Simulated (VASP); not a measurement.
Wanted: the native input for a VASP 6.6.1 run.

* Task: single point
* Functional: LDA
* Potentials or basis: VASP PAW LDA potentials, release 64 (Hg_sv_GW)
* Cutoff: 550 eV
* k mesh: 5 × 2 × 5
* Occupations: fermi-dirac, width 0.1 eV
* Spin: no spin polarisation
* Dipole correction: no
* Further INCAR settings: ALGO = Normal; EDIFF = 1e-06; NBANDS = 48

The structure of Hg lies in POSCAR:

```
Hg
1.0
   -3.0727780000      0.0000000000      2.0245620000
    0.0000000000     -8.2786070000      0.0000000000
    3.0727780000      0.0000000000      2.0245620000
Hg
4
Direct
    0.1493000000      0.8844000000      0.1493000000
    0.6493000000      0.6156000000      0.6493000000
    0.8507000000      0.1156000000      0.8507000000
    0.3507000000      0.3844000000      0.3507000000
```

These files were run (other wordings do the same):

INCAR

```
SYSTEM = Hg
PREC = Accurate
ENCUT = 550
EDIFF = 1E-6
ISMEAR = -1
SIGMA = 0.1
LREAL = .False.
LASPH = .True.
NELM = 120
ALGO = Normal
ISIF = 2
LWAVE = .False.
LCHARG = .False.
NBANDS = 48
GGA_COMPAT = .False.
```

KPOINTS

```
Automatic mesh
0
Gamma
  5 2 5
  0 0 0
```

Potentials or basis: VASP PAW LDA potentials, release 64 (Hg_sv_GW).

Command:

```bash
$ cat potpaw_LDA.64/Hg_sv_GW/POTCAR > POTCAR
$ mpirun -np 1 vasp_std > vasp.out
```

It gave:

The pressure is 12.5 GPa and the largest force is 7.547 eV/Å. The band gap on the k mesh is zero (bands 40 and 41 overlap by 2.89 eV).

Caveat: the k points lie up to 0.38 Å⁻¹ apart, too coarse for converged energies and pressures of a metal; spin-orbit coupling is left out, which moves the levels of the heavy elements; forces of over 1 eV/Å act on the atoms, so gaps and moduli don't describe the material at rest.

Wall time 86 s on 1 thread of AMD EPYC 7R13 Processor (Zen 3) (shared host), peak memory 0.2 GiB.
